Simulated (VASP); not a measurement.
Input of a VASP 6.6.1 run:

The input INCAR:

```
PREC = Accurate ; ENCUT = 600
EDIFF = 1E-7 ; ISMEAR = -1
SIGMA = 0.1 ; LREAL = False
LASPH = True ; NELM = 60
ALGO = Normal ; ISIF = 3
LWAVE = False ; LCHARG = False
GGA = PE ; IBRION = 2
NSW = 60 ; EDIFFG = -0.01
```

KPOINTS

```
regular mesh
0
Gamma
  5 5 3
```

Contents of POSCAR:

```
SnPbF
1.0
    4.0437260000      0.0000000000      0.0000000000
    0.0000000000      4.0437260000      0.0000000000
    0.0000000000      0.0000000000      7.1203450000
Pb F Sn
2 2 2
Direct
    0.0000000000      0.5000000000      0.2000000000
    0.5000000000      0.0000000000      0.8000000000
    0.0000000000      0.0000000000      0.0000000000
    0.5000000000      0.5000000000      0.0000000000
    0.0000000000      0.5000000000      0.6500000000
    0.5000000000      0.0000000000      0.3500000000
```

Potentials or basis: VASP PAW PBE potentials, release 64 (Pb_d, F, Sn_d).

Launch:

```bash
$ cat potpaw_PBE.64/Pb_d/POTCAR potpaw_PBE.64/F/POTCAR potpaw_PBE.64/Sn_d/POTCAR > POTCAR
$ mpirun -np 1 vasp_std > vasp.out
```

Problem. Estimate the space group after relaxing (to 0.1 Å).

Solution. P4/nmm (No. 129).

Problem. Predict the relaxed cell.

Solution. a = 3.941 Å, b = 3.941 Å, c = 8.970 Å, α = 90.00°, β = 90.00°, γ = 90.00°.

Problem. What does it give for the band gap on the k mesh?

Solution. Zero (bands 35 and 36 overlap by 1.99 eV).

Problem. Estimate the relaxed volume.

Solution. 23.22 Å³/atom.

Step by step:
```
step  energy change (eV)  largest force (eV/Å)  pressure (GPa)  volume (Å³)
   1              0.0000                1.3291           16.32       116.43
   2             -1.1660                0.8539           -2.92       153.00
   3             -1.2392                0.8865           -0.31       143.81
   4             -1.2394                0.8802           -0.51       144.40
   5             -1.3870                0.9392           -0.59       144.68
   6             -1.8565                0.9992           -0.69       145.36
   7             -2.3234                1.1843            0.31       146.01
   8             -2.3412                0.7624           -0.17       145.95
   9             -2.4947                0.5823           -0.77       145.07
  10             -2.5015                0.5288           -0.87       144.82
  11             -2.5562                0.2478            0.46       139.26
  12             -2.5569                0.2493            0.66       138.56
  13             -2.5569                0.3224           -0.85       140.55
  14             -2.5657                0.1362           -0.13       139.55
  15             -2.5694                0.0383            0.03       139.12
  16             -2.5695                0.0207            0.07       139.01
  17             -2.5697                0.0090           -0.05       139.40
  18             -2.5697                0.0097           -0.04       139.38
  19             -2.5697                0.0143            0.05       139.24
  20             -2.5698                0.0013            0.00       139.32
```

Caveat: the volume moved by over 15 % at a fixed basis, so the end points are rough; spin-orbit coupling is left out, which moves the levels of the heavy elements.
